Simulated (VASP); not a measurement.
Si, 2 atoms in the cell. It takes space group Fd-3m (No. 227, cubic). The conventional cell has a = 5.444 Å, b = 5.444 Å, c = 5.444 Å, α = 90.00°, β = 90.00°, γ = 90.00°. Within 3.1 Å of Si (site symmetry -43m) lie 4 Si at 2.36 Å. 

| Property | Result |
| --- | --- |
| Program | VASP 6.6.1 |
| Task | single point |
| Functional | PBE |
| Potentials or basis | VASP PAW PBE potentials, release 64 (Si) |
| Cutoff | 520 eV |
| k mesh | 4 × 4 × 4 |
| Occupations | gaussian, width 0.01 eV |
| Spin | no spin polarisation |
| Dipole correction | no |
| Further INCAR settings | ALGO = Normal; EDIFF = 1e-06; NBANDS = 11 |

Potentials or basis: VASP PAW PBE potentials, release 64 (Si).

Launch:

```sh
$ cat potpaw_PBE.64/Si/POTCAR > POTCAR
$ mpirun -np 1 vasp_std > vasp.out
```

Hardware: 1 thread of Intel(R) Xeon(R) Platinum 8375C CPU @ 2.90GHz (Ice Lake) (shared host).

How long does it take, and how much memory?

Run time: 4 s on 1 thread of Intel(R) Xeon(R) Platinum 8375C CPU @ 2.90GHz (Ice Lake) (shared host), peak memory 0.15 GiB. Counts: scf iterations 11, k points 8.
